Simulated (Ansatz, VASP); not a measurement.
## Two plane-wave programs on Cr

The input INCAR:

```
PREC     = Accurate       # precision mode
ENCUT    = 520            # plane-wave cutoff, eV
EDIFF    = 1E-6           # SCF threshold, eV
ISMEAR   = 0              # smearing method
SIGMA    = 0.1            # smearing width, eV
LREAL    = False          # projectors in reciprocal space
LASPH    = True           # aspherical terms in the spheres
NELM     = 150            # most SCF steps
ALGO     = Fast           # electronic algorithm
ISIF     = 2              # what is computed and relaxed
LWAVE    = False          # write WAVECAR
LCHARG   = False          # write CHGCAR
ISPIN    = 2              # spin polarisation
MAGMOM   = -3 3           # initial moments
LORBIT   = 11             # projections on sites
LMAXMIX  = 4              # l up to which the mixer works
GGA      = PE             # functional
NBANDS   = 23             # bands
```

KPOINTS

```
Automatic mesh
0
Gamma
  6 6 6
```

POSCAR

```
Cr
1.0
    2.9688993551      0.0000000000      0.0000000000
    0.0000000000      2.9688993551      0.0000000000
    0.0000000000      0.0000000000      2.9688993551
Cr
2
Direct
    0.0000000000      0.0000000000      0.0000000000
    0.5000000000      0.5000000000      0.5000000000
```

Input for Ansatz:

```yaml
crystal:
  lattice:
    - [2.9688993551, 0.0, 0.0]
    - [0.0, 2.9688993551, 0.0]
    - [0.0, 0.0, 2.9688993551]
  atoms:
    - { symbol: Cr, position: [0.0, 0.0, 0.0], spin: -3.0 }
    - { symbol: Cr, position: [0.5, 0.5, 0.5], spin: 3.0 }
basis:
  ecutwfc: 420
kpoints:
  mp_grid: { grid: [6, 6, 6] }
hamiltonian:
  xc: pbe
scf:
  occupations: { method: gaussian, width: 0.1 }
  lower_state_search: "off"
output:
  forces: true
  stress: true
  eigenvalues: true
  populations: true
magnetization:
  spin_polarized: true
```

Alike in both runs: task single point; functional PBE; k mesh 6 × 6 × 6; occupations gaussian, width 0.1 eV; collinear spin.

|  | VASP | Ansatz |
| --- | --- | --- |
| version | VASP 6.6.1 | Ansatz 0.2.0 |
| potentials or method | VASP PAW PBE potentials, release 64 (Cr_pv), cutoff 520 eV | scalar-relativistic, plane waves, PAW |
| valence electrons in the cell | 24 | 28 |

|  | VASP | Ansatz | Ansatz less VASP |
| --- | --- | --- | --- |
| gap on the k mesh at the Fermi level (eV) | none | none | - |
| pressure (GPa) | -13.5 | -13.8 | -0.29 |
| net moment per atom (μB) | 0.00 | 0.00 | 0.000 |
| size of the moment on the site where the two differ most (μB) | 1.78 | 1.67 | -0.111 |

Site moments also hang on the region over which each program counts them. A gap of «none» marks a metal or a gap that the smearing closes. VASP's potentials hold 24 valence electrons a cell and Ansatz's 28, so a difference there can come from the potentials and not from the codes.
